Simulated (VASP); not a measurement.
A run of VASP 6.6.1:

The input INCAR:

```
ALGO = Normal
DIPOL = 0.5 0.5 0.358
EDIFF = 1E-6
ENCUT = 520
GGA = PE
IDIPOL = 3
ISIF = 2
ISMEAR = 0
IVDW = 12
LASPH = T
LCHARG = T
LDIPOL = T
LELF = T
LREAL = F
LVACPOTAV = T
LVHAR = T
LWAVE = F
NBANDS = 16
NELM = 60
PREC = Accurate
SIGMA = 0.1
```

KPOINTS

```
k-points
0
Gamma
  15 15 1
```

File POSCAR:

```
C
1.0
    2.4657189596      0.0000000000      0.0000000000
   -1.2328594798      2.1353752576      0.0000000000
    0.0000000000      0.0000000000     17.5000000000
C
4
Direct
    0.3333333333      0.6666666666      0.2571429258
    0.6666666667      0.3333333333      0.2571386246
    0.3333333333      0.8333333333      0.4592148658
    0.6666666667      0.5000000000      0.4592148274
```

Potentials or basis: VASP PAW PBE potentials, release 64 (C).

Launch:

```bash
$ cat potpaw_PBE.64/C/POTCAR > POTCAR
$ mpirun -np 1 vasp_std > vasp.out
```

Hardware: 1 thread of Intel(R) Xeon(R) 6975P-C (Granite Rapids), with other jobs on the host.

Estimate the wall time of this run.

It took 59 s on 1 thread of Intel(R) Xeon(R) 6975P-C (Granite Rapids), with other jobs on the host, peak memory 0.24 GiB. Counts: scf iterations 19, k points 64.
